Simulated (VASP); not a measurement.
CdS (zincblende type): single point with PBE

Crystal: CdS (zincblende type).

```
CELL_PARAMETERS angstrom
0.00000 2.78729 2.78729
2.78729 0.00000 2.78729
2.78729 2.78729 0.00000
ATOMIC_POSITIONS crystal
Cd 0.00000 0.00000 0.00000
S 0.25000 0.25000 0.25000
```

```yaml
Program: VASP 6.6.1
Task: single point
Functional: PBE
Potentials_or_basis: VASP PAW PBE potentials, release 64 (Cd, S)
Cutoff: 520 eV
k_mesh: 12 × 12 × 12
Occupations: fermi-dirac, width 0.1 eV
Spin: no spin polarisation
Dipole_correction: no
Further_INCAR_settings: ALGO = Normal; EDIFF = 1e-06; NBANDS = 16
```

* Pressure: 15.6 GPa
* Band gap on the k mesh: 1.43 eV, direct

Levels at points of the mesh, in eV from the valence-band top:
| k point | band 5 | band 6 | band 7 | band 8 | band 9 | band 10 | band 11 | band 12 | band 13 | band 14 |
| --- | --- | --- | --- | --- | --- | --- | --- | --- | --- | --- |
| (0.00, 0.00, 0.00) | -7.66 | -7.66 | 0.00 | 0.00 | 0.00 | 1.43 | 6.46 | 6.46 | 6.46 | 11.66 |
| (0.50, 0.00, 0.00) | -7.61 | -7.15 | -5.32 | -0.97 | -0.97 | 3.18 | 6.96 | 6.96 | 7.85 | 11.54 |
| (0.50, 0.50, 0.00) | -7.53 | -7.08 | -4.59 | -2.41 | -2.41 | 3.29 | 4.43 | 9.87 | 11.59 | 11.59 |

It took 37 s on 1 thread of AMD EPYC 7R43 64-Core Processor (Zen 3), on a shared host, peak memory 0.16 GiB.

A k mesh can miss the band edges.
